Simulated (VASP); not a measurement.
The system is GdO.

```xyz
2
Lattice="0.0000 2.6819 2.6819 2.6819 0.0000 2.6819 2.6819 2.6819 0.0000" Properties=species:S:1:pos:R:3 pbc="T T T"
Gd    0.0000    0.0000    0.0000
O     4.0228    4.0228    4.0228
```

Base run:

| Quantity | Value |
| --- | --- |
| Program | VASP 6.6.1 |
| Functional | LDA |
| Potentials or basis | VASP PAW PBE potentials, release 64 (Gd, O) |
| Cutoff | 520 eV |
| k mesh | 9 × 9 × 9 |
| Occupations | fermi-dirac, width 0.05 eV |
| Spin | collinear spin, ferromagnetic start |
| Starting moments | [7.0, 0.0] μB |

Its results: pressure -5.7 GPa; net moment 6.85 μB per cell; site moments Gd +6.64; O -0.05 μB.

Task: After a change of settings the same cell gave: pressure 1.4 GPa; net moment 7.57 μB per cell; site moments Gd +6.88; O -0.02 μB. Which change was it?
A. functional from LDA to PBE; further incar settings from ALGO = Normal; EDIFF = 1e-06; NBANDS = 23 to ALGO = Normal; EDIFF = 1e-07; NBANDS = 23
B. functional from LDA to r2SCAN
C. functional from LDA to PBEsol

Result: A.

Caveats: a cell with one magnetic atom can't hold antiferromagnetic order, which such compounds often take; the PAW data sets were made with another functional, which shifts forces and pressure a little (some runs).
